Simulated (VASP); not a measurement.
# SrTiO3 (Pm-3m) in VASP: notebook, part 2 of 2

VASP 6.6.1. Earlier steps stand in the parts before.

## (3) Single point, HSE06

POSCAR

```
SrTiO3
1.0
    3.9068515088      0.0000000000      0.0000000000
    0.0000000000      3.9068515088      0.0000000000
    0.0000000000      0.0000000000      3.9068515088
Sr Ti O
1 1 3
Direct
    0.0000000000      0.0000000000      0.0000000000
    0.5000000000      0.5000000000      0.5000000000
    0.5000000000      0.5000000000      0.0000000000
    0.5000000000      0.0000000000      0.5000000000
    0.0000000000      0.5000000000      0.5000000000
```

INCAR.step1

```
SYSTEM = SrTiO3
PREC = Accurate
ENCUT = 520
EDIFF = 1E-5
ISMEAR = 0
SIGMA = 0.01
LREAL = .FALSE.
LASPH = .TRUE.
NELM = 60
ALGO = Normal
ISIF = 2
LWAVE = .TRUE.
LCHARG = .FALSE.
GGA = PE
NBANDS = 28
```

INCAR.step2

```
SYSTEM = SrTiO3
PREC = Accurate
ENCUT = 520
EDIFF = 1E-7
ISMEAR = 0
SIGMA = 0.01
LREAL = .FALSE.
LASPH = .TRUE.
NELM = 60
ALGO = Normal
ISIF = 2
LWAVE = .FALSE.
LCHARG = .FALSE.
GGA = PE
LHFCALC = .TRUE.
HFSCREEN = 0.2079
PRECFOCK = Fast
ISTART = 1
NBANDS = 28
```

KPOINTS

```
Automatic mesh
0
G
  4 4 4
  0 0 0
```

Potentials or basis: VASP PAW PBE potentials, release 64 (Sr_sv, Ti_sv, O).

Started as:

```bash
cat potpaw_PBE.64/Sr_sv/POTCAR potpaw_PBE.64/Ti_sv/POTCAR potpaw_PBE.64/O/POTCAR > POTCAR
cp INCAR.step1 INCAR
mpirun -np 1 vasp_std > vasp.out
cp INCAR.step2 INCAR
mpirun -np 1 vasp_std > vasp.out
```

OUTCAR:

```text
SYSTEM = SrTiO3
   PREC = Accurate
   ENCUT = 520
   EDIFF = 1E-7
   ISMEAR = 0
   LREAL = .FALSE.
   LASPH = .TRUE.
   NELM = 60
   ISIF = 2
   GGA = PE
   LHFCALC = .TRUE.
   HFSCREEN = 0.2079
   PRECFOCK = Fast
   ISTART = 1

 ion  position               nearest neighbor table
   1  0.000  0.000  0.000-   3 2.76   4 2.76   5 2.76   4 2.76   5 2.76   3 2.76   5 2.76   5 2.76
                             3 2.76   4 2.76   4 2.76   3 2.76   2 3.38   2 3.38   2 3.38   2 3.38
   2  0.500  0.500  0.500-   3 1.95   4 1.95   5 1.95   3 1.95   4 1.95   5 1.95   1 3.38   1 3.38
                             1 3.38   1 3.38   1 3.38   1 3.38   1 3.38   1 3.38
   3  0.500  0.500  0.000-   2 1.95   2 1.95   1 2.76   1 2.76   1 2.76   1 2.76
   4  0.500  0.000  0.500-   2 1.95   2 1.95   1 2.76   1 2.76   1 2.76   1 2.76
   5  0.000  0.500  0.500-   2 1.95   2 1.95   1 2.76   1 2.76   1 2.76   1 2.76

  LATTYP: Found a simple cubic cell.
 ALAT       =     3.9068515088

  Lattice vectors:

 A1 = (   3.9068515088,   0.0000000000,   0.0000000000)
 A2 = (   0.0000000000,   3.9068515088,   0.0000000000)
 A3 = (   0.0000000000,   0.0000000000,   3.9068515088)

Analysis of symmetry for initial positions (statically):
=====================================================================
 Subroutine PRICEL returns:
 Original cell was already a primitive cell.

 Routine SETGRP: Setting up the symmetry group for a
 simple cubic supercell.

 Subroutine GETGRP returns: Found 48 space group operations
 (whereof 48 operations were pure point group operations)
 out of a pool of 48 trial point group operations.

The static configuration has the point symmetry O_h .

Analysis of symmetry for dynamics (positions and initial velocities):
=====================================================================
 Subroutine PRICEL returns:
 Original cell was already a primitive cell.

[... 126 lines left out ...]
   ENCUT4O =  -1.0   cutoff for four orbital integrals eV
   NKREDX  =     1    reduce k-point grid by
   NKREDY  =     1    reduce k-point grid by
   NKREDZ  =     1    reduce k-point grid by
   AEXX    =    0.2500 exact exchange contribution
   HFSCREEN=    0.2079 screening length (either q_TF or 0.3 A-1)
   HFSCREENC=   0.2079 screening length for correlation (either q_TF or 0.3 A-1)
   ENCUTFOCK=  -1.0 apply spherical cutoff to Coloumb kernel
   IVDW    =     0    specifies the selected vdW correction
   LEPSILON=     F    determine dielectric tensor
   LRPA    =     F    only Hartree local field effects (RPA)
 non-spin polarized calculation
 Gauss-broadening in eV      SIGMA  =   0.01
  energy-cutoff  :      520.00
  volume of cell :       59.63
 maximum number of plane-waves:      1640
 NGX is ok and might be reduce to    30
  NGX = 16; NGY = 16; NGZ = 16

 number of electron      40.0000004 magnetization

 Free energy of the ion-electron system (eV)
  ---------------------------------------------------
  ext. energy  EPLUGINS =         0.00000000
  ---------------------------------------------------
  free energy    TOTEN  =       -48.61382213 eV

  energy without entropy =      -48.61382213  energy(sigma->0) =      -48.61382213

 E-fermi :   3.2565     XC(G=0):  -9.2476

 val. band max:        3.1347868375   @ k =   0.5000   0.5000   0.5000
 cond. band min:       6.4199390586   @ k =   0.0000   0.0000   0.0000
 fundamental gap:      3.2851522211
 Fermi energy:         3.2565369956

 k-point     1 :       0.0000    0.0000    0.0000
  band No.  band energies     occupation
      1     -57.7133      2.00000
      2     -32.2944      2.00000
      3     -32.2944      2.00000
      4     -32.2944      2.00000
      5     -31.5541      2.00000
      6     -15.9803      2.00000
[... 299 lines left out ...]
     27      13.3693      0.00000
     28      13.3694      0.00000

------------------------ aborting loop because EDIFF is reached ----------------------------------------

  FORCE on cell =-STRESS in cart. coord.  units (eV):
  Direction    XX          YY          ZZ          XY          YZ          ZX
  --------------------------------------------------------------------------------------
  -------------------------------------------------------------------------------------
  Total       -0.4074764     -0.4074764     -0.4074764      0.0000000     -0.0000000      0.0000000
  in kB      -10.9479392    -10.9479392    -10.9479392      0.0000000     -0.0000000      0.0000000
  external PRESSURE =     -10.9479392 kB  Pullay stress =       0.0000000 kB

 VOLUME and BASIS-vectors are now :
 -----------------------------------------------------------------------------
  energy-cutoff  :      520.00
  volume of cell :       59.63
      direct lattice vectors                 reciprocal lattice vectors
     3.906851509  0.000000000  0.000000000     0.255960586  0.000000000  0.000000000
     0.000000000  3.906851509  0.000000000     0.000000000  0.255960586  0.000000000
     0.000000000  0.000000000  3.906851509     0.000000000  0.000000000  0.255960586

 POSITION                                       TOTAL-FORCE (eV/Angst)
 -----------------------------------------------------------------------------------
      0.00000      0.00000      0.00000         0.000000      0.000000      0.000000
      1.95343      1.95343      1.95343         0.000000      0.000000      0.000000
      1.95343      1.95343      0.00000         0.000000      0.000000      0.000000
      1.95343      0.00000      1.95343         0.000000      0.000000      0.000000
      0.00000      1.95343      1.95343         0.000000      0.000000      0.000000
 -----------------------------------------------------------------------------------
    total drift:                                0.000000      0.000000     -0.000000

  FREE ENERGIE OF THE ION-ELECTRON SYSTEM (eV)
  ---------------------------------------------------
  free  energy   TOTEN  =       -48.6138221300 eV

  energy  without entropy=      -48.6138221300  energy(sigma->0) =      -48.61382213
```

OUTCAR.step1:

```text
SYSTEM = SrTiO3
   PREC = Accurate
   ENCUT = 520
   EDIFF = 1E-5
   ISMEAR = 0
   LREAL = .FALSE.
[... 529 lines left out ...]
      1.95343      1.95343      0.00000         0.000000      0.000000      0.000000
      1.95343      0.00000      1.95343         0.000000      0.000000      0.000000
      0.00000      1.95343      1.95343         0.000000      0.000000      0.000000
 -----------------------------------------------------------------------------------
    total drift:                                0.000000      0.000000     -0.000000

  FREE ENERGIE OF THE ION-ELECTRON SYSTEM (eV)
  ---------------------------------------------------
  free  energy   TOTEN  =       -40.0609726845 eV

  energy  without entropy=      -40.0609726845  energy(sigma->0) =      -40.06097268
```

OSZICAR.step1:

```text
N       E                     dE             d eps       ncg     rms          rms(c)
DAV:   1     0.441099558437E+03    0.44110E+03   -0.21404E+04   560   0.160E+03
DAV:   2    -0.335479290395E+01   -0.44445E+03   -0.42699E+03   660   0.441E+02
DAV:   3    -0.480406673645E+02   -0.44686E+02   -0.44301E+02   756   0.138E+02
DAV:   4    -0.503048951553E+02   -0.22642E+01   -0.22591E+01   832   0.259E+01
DAV:   5    -0.503698957387E+02   -0.65001E-01   -0.64982E-01   776   0.364E+00    0.266E+01
DAV:   6    -0.400866187312E+02    0.10283E+02   -0.52072E+01   728   0.642E+01    0.147E+01
DAV:   7    -0.401290223205E+02   -0.42404E-01   -0.74422E+00   700   0.206E+01    0.109E+01
DAV:   8    -0.401340722684E+02   -0.50499E-02   -0.14069E+00   668   0.124E+01    0.289E+00
DAV:   9    -0.400714111047E+02    0.62661E-01   -0.32128E-01   704   0.539E+00    0.115E+00
DAV:  10    -0.400668098789E+02    0.46012E-02   -0.85119E-02   680   0.206E+00    0.692E-01
DAV:  11    -0.400609379444E+02    0.58719E-02   -0.23115E-02   864   0.144E+00    0.111E-01
DAV:  12    -0.400609209594E+02    0.16985E-04   -0.15302E-03   700   0.382E-01    0.668E-02
DAV:  13    -0.400609767561E+02   -0.55797E-04   -0.26883E-04   784   0.124E-01    0.464E-02
DAV:  14    -0.400609726845E+02    0.40716E-05   -0.35324E-05   580   0.394E-02
   1 F= -.40060973E+02 E0= -.40060973E+02  d E =-.509788E-26
```

Run time: 18 min. Hardware: 1 thread of Intel Xeon 8259CL, shared host; peak memory 0.29 GiB.

Results:

* Free energy: -48.6138 eV
* Pressure: -1.1 GPa
* Band gap on the k mesh: 3.29 eV (least direct gap 3.67 eV)

Levels at points of the mesh, in eV from the valence-band top:
```tsv
k point	band 16	band 17	band 18	band 19	band 20	band 21	band 22	band 23	band 24	band 25
(0.00, 0.00, 0.00)	-1.26	-1.26	-0.38	-0.38	-0.38	3.29	3.29	3.29	5.69	5.69
(0.50, 0.00, 0.00)	-2.50	-2.50	-2.08	-0.80	-0.80	3.47	5.40	5.40	5.71	8.12
(0.50, 0.50, 0.00)	-3.03	-1.96	-1.70	-1.70	-0.09	5.41	5.41	5.98	6.78	9.69
(0.50, 0.50, 0.50)	-4.04	-4.04	0.00	0.00	0.00	6.21	6.21	6.21	8.64	8.64
```

Caveat: the PAW data sets were made with another functional, which shifts forces and pressure a little. A k mesh can miss the band edges.
